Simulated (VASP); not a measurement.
# Sb (P6_3/mmc) in VASP: a series of runs

Sb is run at these levels: PBE+D4, PBEsol; tasks: relaxation of cell and atoms, single point.

Program: VASP 6.6.1. These are calculated values, not measurements. Logs are shortened: lines on timing, memory, paths and dates and some standing lists are left out, and cuts for length are marked.

### Step 1. The cell of the first run

The structure is hexagonal, space group P6_3/mmc (No. 194). Conventional cell: a = 3.355 Å, b = 3.355 Å, c = 5.470 Å, α = 90.00°, β = 90.00°, γ = 120.00°. Within 4.4 Å of Sb (site symmetry -6m2) lie 12 Sb at 3.35 Å.

### Step 2. Relaxation of cell and atoms, PBE+D4

Contents of INCAR:

```
PREC     = Accurate       # precision mode
ENCUT    = 600            # plane-wave cutoff, eV
EDIFF    = 1E-6           # SCF threshold, eV
ISMEAR   = -1             # smearing method
SIGMA    = 0.05           # smearing width, eV
LREAL    = F              # projectors in reciprocal space
LASPH    = T              # aspherical terms in the spheres
NELM     = 60             # most SCF steps
ALGO     = Normal         # electronic algorithm
ISIF     = 3              # what is computed and relaxed
LWAVE    = F              # write WAVECAR
LCHARG   = F              # write CHGCAR
GGA      = PE             # functional
IVDW     = 13             # dispersion correction
IBRION   = 2              # ionic algorithm
NSW      = 60             # ionic steps
EDIFFG   = -0.01          # ionic threshold
```

Contents of KPOINTS:

```
regular mesh
0
Gamma
  9 9 5
```

Contents of POSCAR:

```
Sb
1.0
    3.3545324186      0.0000000000      0.0000000000
   -1.6772662093      2.9051102923      0.0000000000
    0.0000000000      0.0000000000      5.4701606500
Sb
2
Direct
    0.6666666667      0.3333333333      0.7500000000
    0.3333333333      0.6666666667      0.2500000000
```

Potentials or basis: VASP PAW PBE potentials, release 64 (Sb).

On the command line:

```console
$ cat potpaw_PBE.64/Sb/POTCAR > POTCAR
$ mpirun -np 1 vasp_std > vasp.out
```

OUTCAR:

```text
PREC = Accurate
   ENCUT = 600
   EDIFF = 1E-6
   ISMEAR = -1
   LREAL = F
   LASPH = T
   NELM = 60
   ISIF = 3
   GGA = PE
   IVDW = 13
   IBRION = 2
   NSW = 60
   EDIFFG = -0.01

 ion  position               nearest neighbor table
   1  0.667  0.333  0.750-   2 3.35   2 3.35   2 3.35   2 3.35   2 3.35   2 3.35
   2  0.333  0.667  0.250-   1 3.35   1 3.35   1 3.35   1 3.35   1 3.35   1 3.35

  LATTYP: Found a hexagonal cell.
 ALAT       =     3.3545324186
 C/A-ratio  =     1.6306775334

  Lattice vectors:

 A1 = (   3.3545324186,   0.0000000000,   0.0000000000)
 A2 = (  -1.6772662093,   2.9051102923,   0.0000000000)
 A3 = (   0.0000000000,   0.0000000000,   5.4701606500)

Analysis of symmetry for initial positions (statically):
=====================================================================
 Subroutine PRICEL returns:
 Original cell was already a primitive cell.

 Routine SETGRP: Setting up the symmetry group for a
 hexagonal supercell.

 Subroutine GETGRP returns: Found 24 space group operations
 (whereof 12 operations were pure point group operations)
 out of a pool of 24 trial point group operations.

The static configuration has the point symmetry D_3d.
 The point group associated with its full space group is D_6h.

Analysis of symmetry for dynamics (positions and initial velocities):
=====================================================================
 Subroutine PRICEL returns:
 Original cell was already a primitive cell.

 Routine SETGRP: Setting up the symmetry group for a
 hexagonal supercell.

 Subroutine GETGRP returns: Found 24 space group operations
 (whereof 12 operations were pure point group operations)
 out of a pool of 24 trial point group operations.

The dynamic configuration has the point symmetry D_3d.
 The point group associated with its full space group is D_6h.

 Subroutine INISYM returns: Found 24 space group operations
 (whereof 12 operations are pure point group operations),
 and found     1 'primitive' translations

----------------------------------------------------------------------------------------

                                     Primitive cell

  volume of cell :      53.3083

  direct lattice vectors                    reciprocal lattice vectors
     3.354532419  0.000000000  0.000000000     0.298104139  0.172110505  0.000000000
    -1.677266209  2.905110292  0.000000000     0.000000000  0.344221010  0.000000000
     0.000000000  0.000000000  5.470160650     0.000000000  0.000000000  0.182809987

  length of vectors
     3.354532419  3.354532419  5.470160650     0.344221010  0.344221010  0.182809987

  position of ions in fractional coordinates (direct lattice)
     0.666666667  0.333333333  0.750000000
     0.333333333  0.666666667  0.250000000

  ion indices of the primitive-cell ions
   primitive index   ion index
                 1           1
                 2           2

----------------------------------------------------------------------------------------

 KPOINTS: regular mesh

Automatic generation of k-mesh.
 Grid dimensions read from file:
 generate k-points for:    9    9    5

 Generating k-lattice:

  Cartesian coordinates                     Fractional coordinates (reciprocal lattice)
     0.033122682  0.019123389  0.000000000     0.111111111  0.000000000  0.000000000
     0.000000000  0.038246779  0.000000000     0.000000000  0.111111111  0.000000000
     0.000000000  0.000000000  0.036561997     0.000000000  0.000000000  0.200000000

  Length of vectors
     0.038246779  0.038246779  0.036561997

  Shift w.r.t. Gamma in fractional coordinates (k-lattice)
     0.000000000  0.000000000  0.000000000

 Subroutine IBZKPT returns following result:
 ===========================================

 Found     36 irreducible k-points:

 Following reciprocal coordinates:
            Coordinates               Weight
  0.000000  0.000000  0.000000      1.000000
  0.111111  0.000000  0.000000      6.000000
  0.222222  0.000000  0.000000      6.000000
  0.333333  0.000000  0.000000      6.000000
  0.444444  0.000000  0.000000      6.000000
  0.111111  0.111111  0.000000      6.000000
[... 16 lines left out ...]
  0.333333  0.222222  0.200000     24.000000
  0.333333  0.333333  0.200000      4.000000
 [... further k-points ...]
   k-points           NKPTS =     36   k-points in BZ     NKDIM =     36   number of bands    NBANDS=      9
   number of dos      NEDOS =    301   number of ions     NIONS =      2
   total plane-waves  NPLWV =  37632
   dimension x,y,z NGX =    28 NGY =   28 NGZ =   48
   dimension x,y,z NGXF=    56 NGYF=   56 NGZF=   96
   ions per type =               2
   NGX,Y,Z   is equivalent  to a cutoff of  13.88, 13.88, 14.59 a.u.
   NGXF,Y,Z  is equivalent  to a cutoff of  27.75, 27.75, 29.18 a.u.
 SYSTEM =  unknown system
   PREC   = accura    normal or accurate (medium, high low for compatibility)
   ISTART =      0    job   : 0-new  1-cont  2-samecut
   ICHARG =      2    charge: 1-file 2-atom 10-const
   ISPIN  =      1    spin polarized calculation?
   LNONCOLLINEAR =      F non collinear calculations
   LSORBIT =      F    spin-orbit coupling
   LASPH  =      T    aspherical Exc in radial PAW
   ENCUT  =  600.0 eV  44.10 Ry    6.64 a.u.   6.70  6.70 10.93*2*pi/ulx,y,z
   NELM   =     60;   NELMIN=  2; NELMDL= -5     # of ELM steps
   EDIFF  = 0.1E-05   stopping-criterion for ELM
   LREAL  =      F    real-space projection
   EDIFFG = -.1E-01   stopping-criterion for IOM
   NSW    =     60    number of steps for IOM
   IBRION =      2    ionic relax: 0-MD 1-quasi-New 2-CG
   NFREE  =      1    steps in history (QN), initial steepest desc. (CG)
   ISIF   =      3    stress and relaxation
   ISYM   =      2    0-nonsym 1-usesym 2-fastsym
   POTIM  = 0.5000    time-step for ionic-motion
   TEBEG  =    0.0;   TEEND  =   0.0 temperature during run
   PSTRESS=    0.0 pullay stress
   NELECT =      10.0000    total number of electrons
   NUPDOWN=      -1.0000    fix difference up-down
   EMIN   =  10.00;   EMAX   =-10.00  energy-range for DOS
   EFERMI =   0.00;   METHOD = LEGACY
   ISMEAR =    -1;   SIGMA  =   0.05  broadening in eV -4-tet -1-fermi 0-gaus
   EFERMI_NEDOS =   21; number of points for ismear=-14 and -15
   IALGO  =     38    algorithm
   IMIX   =      4    mixing-type and parameters
     AMIX     =   0.40;   BMIX     =  1.00
     AMIX_MAG =   1.60;   BMIX_MAG =  1.00
  volume/ion in A,a.u.               =      26.65       179.87
  Fermi-wavevector in a.u.,A,eV,Ry     =   0.937152  1.770960 11.949364  0.878253
  Thomas-Fermi vector in A             =   2.064234
   LORBIT       =      0    0 simple, 1 ext, 2 COOP (PROOUT), +10 PAW based schemes
   GGA     = PE    functional components
   LHFCALC =     F    Hartree Fock is set to
   AEXX    =    0.0000 exact exchange contribution
   IVDW    =    13    specifies the selected vdW correction
   LEPSILON=     F    determine dielectric tensor
   LRPA    =     F    only Hartree local field effects (RPA)
 conjugate gradient relaxation of ions
 non-spin polarized calculation
  energy-cutoff  :      600.00
  volume of cell :       53.31
 maximum number of plane-waves:      1798
 NGX is ok and might be reduce to    28
   NGX = 13   NGY = 13   NGZ = 21

--------------------------------------- Ionic step        1  -------------------------------------------

 number of electron      10.0000000 magnetization

 Free energy of the ion-electron system (eV)
  ---------------------------------------------------
  ext. energy  EPLUGINS =         0.00000000
  ---------------------------------------------------
  free energy    TOTEN  =        -7.72771202 eV

  energy without entropy =       -7.71571558  energy(sigma->0) =       -7.72171380

------------------------ aborting loop because EDIFF is reached ----------------------------------------

  DFT-D4 for vdW energy calculation

  Edisp (eV):   -1.13470

  FORCE on cell =-STRESS in cart. coord.  units (eV):
  Direction    XX          YY          ZZ          XY          YZ          ZX
  --------------------------------------------------------------------------------------
  -------------------------------------------------------------------------------------
  Total      -0.56523    -0.56523    -0.65971     0.00000     0.00000     0.00000
  in kB     -16.98795   -16.98795   -19.82755     0.00000     0.00000     0.00000
  external pressure =      -17.93 kB  Pullay stress =        0.00 kB

 VOLUME and BASIS-vectors are now :
 -----------------------------------------------------------------------------
  energy-cutoff  :      600.00
  volume of cell :       53.31
      direct lattice vectors                 reciprocal lattice vectors
     3.354532419  0.000000000  0.000000000     0.298104139  0.172110505  0.000000000
    -1.677266209  2.905110292  0.000000000     0.000000000  0.344221010  0.000000000
     0.000000000  0.000000000  5.470160650     0.000000000  0.000000000  0.182809987
[... 41 lines left out ...]
 POSITION                                       TOTAL-FORCE (eV/Angst)
 -----------------------------------------------------------------------------------
      1.65440      0.95517      4.03734        -0.000000     -0.000000      0.000000
     -0.00000      1.91033      1.34578         0.000000      0.000000      0.000000
 -----------------------------------------------------------------------------------
    total drift:                                0.000000     -0.000000      0.000000

  FREE ENERGIE OF THE ION-ELECTRON SYSTEM (eV)
  ---------------------------------------------------
  free  energy   TOTEN  =        -8.8690335361 eV

  energy  without entropy=       -8.8584362431  energy(sigma->0) =       -8.86373489

--------------------------------------- Ionic step        3  -------------------------------------------

 number of electron      10.0000000 magnetization

 Free energy of the ion-electron system (eV)
  ---------------------------------------------------
  ext. energy  EPLUGINS =         0.00000000
  ---------------------------------------------------
  free energy    TOTEN  =        -7.70576409 eV

  energy without entropy =       -7.69450379  energy(sigma->0) =       -7.70013394

 E-fermi :   8.9564     XC(G=0): -10.4060

 val. band max:        8.9342605635   @ k =   0.2222   0.0000   0.4000
 cond. band min:       8.9928634789   @ k =   0.2222   0.0000   0.4000
 fundamental gap:      0.0586029154
 Fermi energy:         8.9563974605

 k-point     1 :       0.0000    0.0000    0.0000
  band No.  band energies     occupation
      1      -4.1950      2.00000
      2      -0.1841      2.00000
      3       2.9749      2.00000
      4      12.7716      0.00000
      5      12.7716      0.00000
      6      14.4877      0.00000
      7      14.4877      0.00000
      8      14.7972      0.00000
      9      16.8857      0.00000

 k-point     2 :       0.1111    0.0000    0.0000
  band No.  band energies     occupation
      1      -3.9702      2.00000
      2       0.0144      2.00000
      3       3.2091      2.00000
      4      10.7981      0.00000
      5      12.0002      0.00000
      6      13.3660      0.00000
      7      14.5191      0.00000
      8      14.6042      0.00000
      9      16.7274      0.00000
[... 253 lines left out ...]
 k-point    24 :       0.3333    0.3333    0.2000
  band No.  band energies     occupation
      1       0.9455      2.00000
      2       0.9455      2.00000
      3       4.5971      2.00000
      4       5.6997      2.00000
      5       5.6997      2.00000
      6       7.3104      2.00000
      7       9.7686      0.00000
      8       9.7686      0.00000
      9      13.5350      0.00000

 [... further k-points ...]

------------------------ aborting loop because EDIFF is reached ----------------------------------------

  DFT-D4 for vdW energy calculation

  Edisp (eV):   -1.16555

  FORCE on cell =-STRESS in cart. coord.  units (eV):
  Direction    XX          YY          ZZ          XY          YZ          ZX
  --------------------------------------------------------------------------------------
  -------------------------------------------------------------------------------------
  Total       0.01286     0.01286     0.00090     0.00000     0.00000    -0.00000
  in kB       0.39795     0.39795     0.02782     0.00000     0.00000    -0.00000
  external pressure =        0.27 kB  Pullay stress =        0.00 kB

 VOLUME and BASIS-vectors are now :
 -----------------------------------------------------------------------------
  energy-cutoff  :      600.00
  volume of cell :       51.78
      direct lattice vectors                 reciprocal lattice vectors
     3.323831168  0.000000000  0.000000000     0.300857640  0.173700239  0.000000000
    -1.661915584  2.878522229  0.000000000     0.000000000  0.347400479  0.000000000
     0.000000000  0.000000000  5.411728466     0.000000000  0.000000000  0.184783846

 POSITION                                       TOTAL-FORCE (eV/Angst)
 -----------------------------------------------------------------------------------
      1.66192      0.95951      4.05880         0.000000      0.000000      0.000000
     -0.00000      1.91901      1.35293        -0.000000      0.000000      0.000000
 -----------------------------------------------------------------------------------
    total drift:                                0.000000     -0.000000      0.000000

  FREE ENERGIE OF THE ION-ELECTRON SYSTEM (eV)
  ---------------------------------------------------
  free  energy   TOTEN  =        -8.8713120973 eV

  energy  without entropy=       -8.8600517899  energy(sigma->0) =       -8.86568194

 reached required accuracy - stopping structural energy minimisation
```

Run time: 19 s. Hardware: 1 thread of Intel Xeon 6975P-C (Granite Rapids), shared host; peak memory 0.2 GiB.

What came out:

- Free energy: -8.8713 eV
- Relaxed volume: 25.89 Å³/atom
- Relaxed cell: a = 3.324 Å, b = 3.324 Å, c = 5.412 Å, α = 90.00°, β = 90.00°, γ = 120.00°
- Space group after relaxing (to 0.05 Å): P6_3/mmc (No. 194)
- Energy gained by relaxing: 4.4 meV/atom
- Ionic steps: 3
- Pressure after relaxing: 0.0 GPa
- Band gap on the k mesh: zero (band 5 reaches 13.35 eV, above the bottom of band 6 at 6.18 eV)
- Dispersion energy per atom: -0.583 eV

The path:
```csv
step,energy change (eV),largest force (eV/Å),pressure (GPa),volume (Å³)
1,0.0000,0.0000,-1.79,53.31
2,-0.0066,0.0000,1.00,51.04
3,-0.0089,0.0000,0.03,51.78
```

Final structure:
```yaml
crystal:
  lattice:
    - [3.32383, 0.00000, 0.00000]
    - [-1.66192, 2.87852, 0.00000]
    - [0.00000, 0.00000, 5.41173]
  atoms:
    - { symbol: Sb, position: [0.66667, 0.33333, 0.75000] }
    - { symbol: Sb, position: [0.33333, 0.66667, 0.25000] }
```

Caveat: spin-orbit coupling is left out, which moves the levels of the heavy elements; pairwise dispersion overbinds metals, which lowers pressure and volume.

(Continued in part 2 of 2.)
